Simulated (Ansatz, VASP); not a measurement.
KBr: VASP beside Ansatz

The input INCAR:

```
SYSTEM = KBr
ALGO = Normal
EDIFF = 1E-6
ENCUT = 520
GGA = PE
ISIF = 2
ISMEAR = -1
LASPH = .True.
LCHARG = .False.
LREAL = .False.
LWAVE = .False.
NBANDS = 15
NELM = 80
PREC = Accurate
SIGMA = 0.02
```

The input KPOINTS:

```
k-points
0
Gamma
  6 6 6
  0 0 0
```

The input POSCAR:

```
KBr
1.0
    0.1897883889      3.7508413424      3.7508413424
    3.7508413424      0.1897883889      3.7508413424
    3.7508413424      3.7508413424      0.1897883889
K Br
1 1
Direct
    0.0056197218      0.0056197218      0.0056197218
    0.2443802782      0.2443802782      0.2443802782
```

Input for Ansatz:

```yaml
crystal:
  lattice:
    - [0.1897883889, 3.7508413424, 3.7508413424]
    - [3.7508413424, 0.1897883889, 3.7508413424]
    - [3.7508413424, 3.7508413424, 0.1897883889]
  atoms:
    - { symbol: K, position: [0.0056197218, 0.0056197218, 0.0056197218] }
    - { symbol: Br, position: [0.2443802782, 0.2443802782, 0.2443802782] }
kpoints:
  mp_grid: { grid: [6, 6, 6] }
  band_path:
    path:
      - [0.0, 0.0, 0.0]
      - [-0.5, -0.5, 0.0]
      - [-0.375, -0.375, 0.25]
      - [-0.375, 0.0, 0.375]
      - [0.0, 0.0, 0.5]
      - [-0.5, -0.25, 0.25]
      - [-0.225, 0.0, 0.225]
    npoints: 1
hamiltonian:
  xc: pbe
scf:
  occupations: { method: fermi_dirac, width: 0.02 }
  n_extra_bands: 4
output:
  forces: true
  stress: true
  eigenvalues: true
```

Change from the starting cell: epitaxial_111 strain -3.5%.

Alike in both runs: task single point; functional PBE; k mesh 6 × 6 × 6; occupations fermi-dirac, width 0.02 eV; no spin polarisation.

|  | VASP | Ansatz |
| --- | --- | --- |
| version | VASP 6.6.1 | Ansatz 0.2.0 |
| potentials or method | VASP PAW PBE potentials, release 64 (K_sv, Br) | plane waves, PAW |
| plane-wave cutoff (eV) | 520 | 420 |
| valence electrons in the cell | 16 | 16 |

```tsv
	VASP	Ansatz	Ansatz less VASP
gap on the k mesh at the Fermi level (eV)	4.24	4.24	+0.001
pressure (GPa)	0.5	0.5	-0.02
traceless stress, the component that is largest in VASP (GPa)	-0.12	-0.12	-0.001
```

With one functional, cell and mesh, what is left measures potentials, basis and numerics.
